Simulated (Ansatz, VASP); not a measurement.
**CuO: VASP beside Ansatz**

INCAR

```
PREC = Accurate ; ENCUT = 520
EDIFF = 1E-8 ; ISMEAR = -1
SIGMA = 0.08 ; LREAL = False
LASPH = True ; NELM = 60
ALGO = Normal ; ISIF = 2
LWAVE = False ; LCHARG = False
LEFG = True ; NBANDS = 16
```

Contents of KPOINTS:

```
regular mesh
0
Gamma
  12 12 12
```

File POSCAR:

```
CuO
1.0
    2.6368332336      0.0000000000      0.0000000000
    0.0000000000      2.6368332336      0.0000000000
    0.0000000000      0.0000000000      2.6368332336
Cu O
1 1
Direct
    0.0000000000      0.0000000000      0.0000000000
    0.5000000000      0.5000000000      0.5000000000
```

Input for Ansatz:

```yaml
crystal:
  lattice:
    - [2.6368332336, 0.0, 0.0]
    - [0.0, 2.6368332336, 0.0]
    - [0.0, 0.0, 2.6368332336]
  atoms:
    - { symbol: Cu, position: [0.0, 0.0, 0.0] }
    - { symbol: O, position: [0.5, 0.5, 0.5] }
kpoints:
  mp_grid: { grid: [12, 12, 12] }
  band_path:
    path:
      - [0.0, 0.0, 0.0]
      - [0.0, 0.5, 0.0]
      - [0.5, 0.5, 0.0]
      - [0.0, 0.0, 0.0]
      - [0.5, 0.5, 0.5]
      - [0.0, 0.5, 0.0]
      - [0.5, 0.5, 0.5]
      - [0.5, 0.5, 0.0]
    npoints: 5
scf:
  occupations: { method: fermi_dirac, width: 0.08 }
hamiltonian:
  xc: lda
  pseudopotentials: { kind: paw }
output:
  forces: true
  stress: true
  eigenvalues: true
  efg: { contact_densities: true }
  write_density: true
  write_potential: true
  elf: true
  volumetric_format: npy
```

Alike in both runs: task electric field gradients; functional LDA; k mesh 12 × 12 × 12; occupations fermi-dirac, width 0.08 eV; no spin polarisation.

|  | VASP | Ansatz |
| --- | --- | --- |
| version | VASP 6.6.1 | Ansatz 0.2.0 |
| potentials or method | VASP PAW LDA potentials, release 64 (Cu, O) | PAW with Ansatz's default frozen-core files, scalar-relativistic |
| plane-wave cutoff (eV) | 520 | 420 |
| valence electrons in the cell | 17 | 25 |

|  | VASP | Ansatz | Ansatz less VASP |
| --- | --- | --- | --- |
| pressure (GPa) | -16.2 | -16.6 | -0.41 |

LDA's correlation is that of Perdew and Zunger in VASP and of Perdew and Wang (1992) in Ansatz. VASP's potentials hold 17 valence electrons a cell and Ansatz's 25, so a difference there can come from the potentials and not from the codes.
